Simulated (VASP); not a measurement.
# LiCl (Fm-3m) in VASP: further runs, part 2 of 2

VASP 6.6.1.

**3. Relaxation of cell and atoms, LDA**

This run uses another cell than the first one, of 16.87 Å³/atom.

Contents of INCAR:

```
PREC = Accurate ; ENCUT = 750
EDIFF = 1E-7 ; ISMEAR = 0
SIGMA = 0.02 ; LREAL = F
LASPH = T ; NELM = 120
ALGO = Normal ; ISIF = 3
LWAVE = F ; LCHARG = F
IBRION = 2 ; NSW = 100
EDIFFG = -0.005 ; GGA_COMPAT = F
NELMIN = 4
```

Contents of KPOINTS:

```
regular mesh
0
Gamma
  8 8 8
```

Contents of POSCAR:

```
LiCl
1.0
    0.0000000000      2.5647600000      2.5647600000
    2.5647600000      0.0000000000      2.5647600000
    2.5647600000      2.5647600000      0.0000000000
Li Cl
1 1
Direct
    0.0000000000      0.0000000000      0.0000000000
    0.5000000000      0.5000000000      0.5000000000
```

Potentials or basis: VASP PAW LDA potentials, release 64 (Li_sv, Cl).

Run with:

```bash
> cat potpaw_LDA.64/Li_sv/POTCAR potpaw_LDA.64/Cl/POTCAR > POTCAR
> mpirun -np 1 vasp_std > vasp.out
```

OUTCAR:

```text
PREC = Accurate
   ENCUT = 750
   EDIFF = 1E-7
   ISMEAR = 0
   LREAL = F
   LASPH = T
   NELM = 120
   ISIF = 3
   IBRION = 2
   NSW = 100
   EDIFFG = -0.005
   NELMIN = 4

 ion  position               nearest neighbor table
   1  0.000  0.000  0.000-   2 2.56   2 2.56   2 2.56   2 2.56   2 2.56   2 2.56
   2  0.500  0.500  0.500-   1 2.56   1 2.56   1 2.56   1 2.56   1 2.56   1 2.56

  LATTYP: Found a face centered cubic cell.
 ALAT       =     5.1295200000

  Lattice vectors:

 A1 = (   0.0000000000,   2.5647600000,   2.5647600000)
 A2 = (   2.5647600000,   0.0000000000,   2.5647600000)
 A3 = (   2.5647600000,   2.5647600000,   0.0000000000)

Analysis of symmetry for initial positions (statically):
=====================================================================
 Subroutine PRICEL returns:
 Original cell was already a primitive cell.

 Routine SETGRP: Setting up the symmetry group for a
 face centered cubic supercell.

 Subroutine GETGRP returns: Found 48 space group operations
 (whereof 48 operations were pure point group operations)
 out of a pool of 48 trial point group operations.

The static configuration has the point symmetry O_h .

Analysis of symmetry for dynamics (positions and initial velocities):
=====================================================================
 Subroutine PRICEL returns:
 Original cell was already a primitive cell.

 Routine SETGRP: Setting up the symmetry group for a
 face centered cubic supercell.

 Subroutine GETGRP returns: Found 48 space group operations
 (whereof 48 operations were pure point group operations)
 out of a pool of 48 trial point group operations.

The dynamic configuration has the point symmetry O_h .

 Subroutine INISYM returns: Found 48 space group operations
 (whereof 48 operations are pure point group operations),
 and found     1 'primitive' translations

----------------------------------------------------------------------------------------

[... 123 lines left out ...]
 conjugate gradient relaxation of ions
 non-spin polarized calculation
 Gauss-broadening in eV      SIGMA  =   0.02
  energy-cutoff  :      750.00
  volume of cell :       33.74
 maximum number of plane-waves:      1591
   NGX = 17   NGY = 17   NGZ = 17

--------------------------------------- Ionic step        1  -------------------------------------------

 number of electron      10.0000002 magnetization

 Free energy of the ion-electron system (eV)
  ---------------------------------------------------
  ext. energy  EPLUGINS =         0.00000000
  ---------------------------------------------------
  free energy    TOTEN  =        -8.05958701 eV

  energy without entropy =       -8.05958701  energy(sigma->0) =       -8.05958701

------------------------ aborting loop because EDIFF is reached ----------------------------------------

  FORCE on cell =-STRESS in cart. coord.  units (eV):
  Direction    XX          YY          ZZ          XY          YZ          ZX
  --------------------------------------------------------------------------------------
  -------------------------------------------------------------------------------------
  Total       -0.6954218     -0.6954218     -0.6954218      0.0000000     -0.0000000      0.0000000
  in kB      -33.0208822    -33.0208822    -33.0208822      0.0000000     -0.0000000      0.0000000
  external PRESSURE =     -33.0208822 kB  Pullay stress =       0.0000000 kB
[... 95 lines left out ...]
--------------------------------------- Ionic step        4  -------------------------------------------

 number of electron       9.9999999 magnetization

 Free energy of the ion-electron system (eV)
  ---------------------------------------------------
  ext. energy  EPLUGINS =         0.00000000
  ---------------------------------------------------
  free energy    TOTEN  =        -8.09552688 eV

  energy without entropy =       -8.09552688  energy(sigma->0) =       -8.09552688

 E-fermi :   1.3541     XC(G=0):  -9.5938

 val. band max:        1.2604683318   @ k =   0.0000   0.0000   0.0000
 cond. band min:       7.7760521865   @ k =   0.5000   0.0000   0.0000
 fundamental gap:      6.5155838547
 Fermi energy:         1.3540530174

 k-point     1 :       0.0000    0.0000    0.0000
  band No.  band energies     occupation
      1     -41.0681      2.00000
      2     -12.4493      2.00000
      3       1.2605      2.00000
      4       1.2605      2.00000
      5       1.2605      2.00000
      6       7.8770      0.00000
      7      13.0752      0.00000
      8      13.0752      0.00000
      9      13.0752      0.00000
[... 265 lines left out ...]
 k-point    24 :      -0.3750    0.2500    0.1250
  band No.  band energies     occupation
      1     -41.0618      2.00000
      2     -11.5592      2.00000
      3      -1.7749      2.00000
      4      -0.3415      2.00000
      5       0.5544      2.00000
      6       9.3686      0.00000
      7      10.4693      0.00000
      8      11.7521      0.00000
      9      13.4164      0.00000

 [... further k-points ...]
[... 5 lines left out ...]
  --------------------------------------------------------------------------------------
  -------------------------------------------------------------------------------------
  Total        0.0027399      0.0027399      0.0027399     -0.0000000      0.0000000      0.0000000
  in kB        0.1437348      0.1437348      0.1437348     -0.0000000      0.0000000      0.0000000
  external PRESSURE =       0.1437348 kB  Pullay stress =       0.0000000 kB
[... 17 lines left out ...]
  FREE ENERGIE OF THE ION-ELECTRON SYSTEM (eV)
  ---------------------------------------------------
  free  energy   TOTEN  =        -8.0955268828 eV

  energy  without entropy=       -8.0955268828  energy(sigma->0) =       -8.09552688

 reached required accuracy - stopping structural energy minimisation
```

OSZICAR:

```text
N       E                     dE             d eps       ncg     rms          rms(c)
DAV:   1     0.487759504815E+02    0.48776E+02   -0.53742E+03   522   0.133E+03
DAV:   2    -0.599490219623E+01   -0.54771E+02   -0.53280E+02   731   0.179E+02
DAV:   3    -0.808342643791E+01   -0.20885E+01   -0.20865E+01   621   0.428E+01
[... 30 lines left out ...]
DAV:   2    -0.809566056506E+01    0.10164E-02   -0.28484E-03   637   0.384E-01    0.780E-02
DAV:   3    -0.809553647201E+01    0.12409E-03   -0.47136E-04   544   0.145E-01    0.474E-02
DAV:   4    -0.809552725664E+01    0.92154E-05   -0.12661E-05   905   0.305E-02    0.805E-03
DAV:   5    -0.809552690252E+01    0.35412E-06   -0.13149E-06   688   0.948E-03    0.245E-03
DAV:   6    -0.809552688285E+01    0.19668E-07   -0.29085E-08   337   0.194E-03
   4 F= -.80955269E+01 E0= -.80955269E+01  d E =-.359399E-01
```

CONTCAR:

```text
LiCl
   1.00000000000000
    -0.0000000000000000    2.4809600865598078    2.4809600865598078
     2.4809600865598078   -0.0000000000000000    2.4809600865598078
     2.4809600865598078    2.4809600865598078    0.0000000000000000
  Li              Cl
     1     1
Direct
     1.0000000000000000    0.0000000000000000    0.0000000000000000
     0.5000000000000000    0.5000000000000000    0.5000000000000000

  0.00000000E+00  0.00000000E+00  0.00000000E+00
  0.00000000E+00  0.00000000E+00  0.00000000E+00
```

Wall time 30 s (1 thread of Intel Xeon 8259CL, shared host); peak memory 0.16 GiB.

Results:

| Item | Value |
| --- | --- |
| Free energy | -8.0955 eV |
| Relaxed volume | 15.27 Å³/atom |
| Relaxed cell | a = 3.509 Å, b = 3.509 Å, c = 3.509 Å, α = 60.00°, β = 60.00°, γ = 60.00° |
| Space group after relaxing (to 0.1 Å) | Fm-3m (No. 225) |
| Energy gained by relaxing | 18.0 meV/atom |
| Ionic steps | 4 |
| Pressure after relaxing | 0.0 GPa |
| Band gap on the k mesh | 6.52 eV (least direct gap 6.62 eV) |

Step by step:
| step | energy change (eV) | largest force (eV/Å) | pressure (GPa) | volume (Å³) |
| --- | --- | --- | --- | --- |
| 1 | 0.0000 | 0.0000 | -3.30 | 33.74 |
| 2 | -0.0270 | 0.0000 | -1.80 | 32.07 |
| 3 | -0.0359 | 0.0000 | -0.19 | 30.69 |
| 4 | -0.0359 | 0.0000 | 0.01 | 30.54 |

Final structure:
```yaml
crystal:
  lattice:
    - [0.00000, 2.48096, 2.48096]
    - [2.48096, 0.00000, 2.48096]
    - [2.48096, 2.48096, 0.00000]
  atoms:
    - { symbol: Li, position: [0.00000, 0.00000, 0.00000] }
    - { symbol: Cl, position: [0.50000, 0.50000, 0.50000] }
```

A k mesh can miss the band edges. LDA usually gives volumes a few per cent too small.

**4. Single point, LDA, collinear spin**

This run uses another cell than the first one, of 13.64 Å³/atom.

Contents of INCAR:

```
ALGO = Normal
EDIFF = 1E-6
ENCUT = 750
GGA = CA
GGA_COMPAT = F
ISIF = 2
ISMEAR = 0
ISPIN = 2
LASPH = T
LCHARG = F
LORBIT = 11
LREAL = F
LWAVE = F
MAGMOM = -4 4
NBANDS = 16
NELM = 200
PREC = Accurate
SIGMA = 0.01
```

Contents of KPOINTS:

```
k-points
0
Gamma
  8 8 8
```

Contents of POSCAR:

```
LiCl
1.0
    0.0000000000      2.3892463316      2.3892463316
    2.3892463316      0.0000000000      2.3892463316
    2.3892463316      2.3892463316      0.0000000000
Li Cl
1 1
Direct
    0.0000000000      0.0000000000      0.0000000000
    0.5000000000      0.5000000000      0.5000000000
```

Run with:

```bash
> cat potpaw_LDA.64/Li_sv/POTCAR potpaw_LDA.64/Cl/POTCAR > POTCAR
> mpirun -np 1 vasp_std > vasp.out
```

Wall time 65 s (1 thread of Intel Xeon 8259CL, shared host); peak memory 0.17 GiB.

Results (log left out):

* Free energy: -8.0385 eV
* Pressure: 5.9 GPa
* Band gap on the k mesh: 6.62 eV (least direct gap 6.99 eV)
* Net moment: 0.00 μB per cell
* Valence electrons inside the program's atomic spheres: Li 2.09; Cl 5.20

Levels at points of the mesh, in eV from the valence-band top:
Spin up:
```tsv
k point	band 3	band 4	band 5	band 6	band 7	band 8
(0.00, 0.00, 0.00)	0.00	0.00	0.00	7.45	11.86	11.86
(0.50, 0.00, 0.00)	-3.87	-0.37	-0.37	6.62	9.21	9.21
(0.50, 0.50, 0.00)	-4.13	-1.61	-1.61	7.59	8.10	14.07
```
Spin down:
```tsv
k point	band 3	band 4	band 5	band 6	band 7	band 8
(0.00, 0.00, 0.00)	0.00	0.00	0.00	7.45	11.86	11.86
(0.50, 0.00, 0.00)	-3.87	-0.37	-0.37	6.62	9.21	9.21
(0.50, 0.50, 0.00)	-4.13	-1.61	-1.61	7.59	8.10	14.07
```

Caveat: the cell stands under pressure. A k mesh can miss the band edges.

**5. Single point, LDA**

Contents of INCAR:

```
SYSTEM = LiCl
  PREC = Accurate
  ENCUT = 750
  EDIFF = 1E-6
  ISMEAR = 0
  SIGMA = 0.02
  LREAL = .FALSE.
  LASPH = .TRUE.
  NELM = 120
  ALGO = Normal
  ISIF = 2
  LWAVE = .FALSE.
  LCHARG = .FALSE.
  GGA = CA
  NBANDS = 12
  ISYM = 0
  GGA_COMPAT = .FALSE.
```

Contents of KPOINTS:

```
Automatic mesh
0
G
  8 8 8
  0 0 0
```

Contents of POSCAR:

```
LiCl
1.0
    0.0000000000      2.4820709611      2.4820709611
    2.4820709611      0.0000000000      2.4820709611
    2.4820709611      2.4820709611      0.0000000000
Li Cl
1 1
Direct
    0.0000000000      0.0000000000      0.0000000000
    0.5000000000      0.5000000000      0.5000000000
```

Run with:

```bash
> cat potpaw_LDA.64/Li_sv/POTCAR potpaw_LDA.64/Cl/POTCAR > POTCAR
> mpirun -np 1 vasp_std > vasp.out
```

It took 2.4 min on 1 thread of Intel Xeon 8259CL, shared host; peak memory 0.26 GiB.

It converged, with:

| Quantity | Value |
| --- | --- |
| Free energy | -8.0945 eV |
| Pressure | -0.1 GPa |
| Band gap on the k mesh | 6.51 eV (least direct gap 6.61 eV) |

Levels at points of the mesh, in eV from the valence-band top:
```tsv
k point	band 2	band 3	band 4	band 5	band 6	band 7	band 8	band 9
(0.00, 0.00, 0.00)	-13.70	0.00	0.00	0.00	6.61	11.81	11.81	11.81
(0.50, 0.00, 0.00)	-12.97	-3.32	-0.30	-0.30	6.51	9.24	9.24	13.70
(0.00, 0.50, 0.00)	-12.97	-3.32	-0.30	-0.30	6.51	9.24	9.24	13.70
(0.00, 0.00, 0.50)	-12.97	-3.32	-0.30	-0.30	6.51	9.24	9.24	13.70
(0.50, 0.50, 0.50)	-12.97	-3.32	-0.30	-0.30	6.51	9.24	9.24	13.70
(0.50, 0.50, 0.00)	-12.64	-3.48	-1.34	-1.34	7.84	7.85	12.96	14.48
(0.00, 0.50, 0.50)	-12.64	-3.48	-1.34	-1.34	7.84	7.85	12.96	14.48
(0.50, 0.00, 0.50)	-12.64	-3.48	-1.34	-1.34	7.84	7.85	12.96	14.48
```

A k mesh can miss the band edges. LDA gaps usually lie below the measured ones, often by a third to a half.

**6. The runs side by side**

| task | spin | cell | smearing | gap on the mesh (eV) | pressure (GPa) | relaxed volume (Å³/atom) |
| --- | --- | --- | --- | --- | --- | --- |
| relaxation of cell and atoms | off | relaxed from a = 3.510 Å, angles 60.0°, 2 atoms | gaussian 0.01 eV | 6.52 | 0.0 | 15.27 |
| relaxation of cell and atoms | off | relaxed from a = 3.627 Å, angles 60.0°, 2 atoms | gaussian 0.02 eV | 6.52 | 0.0 | 15.27 |
| single point | collinear | a = 3.379 Å, angles 60.0°, 2 atoms | gaussian 0.01 eV | 6.62 | 5.9 | - |
| single point | off | a = 3.510 Å, angles 60.0°, 2 atoms | gaussian 0.02 eV | 6.51 | -0.1 | - |

Alike in all rows: level LDA; potentials or basis VASP PAW LDA potentials, release 64 (Li_sv, Cl); k mesh 8 × 8 × 8; cutoff (eV) 750.

Caveats: the cell stands under pressure (at least some runs).

Total energies depend on the potentials used, so only differences within one code and one set of settings carry meaning.
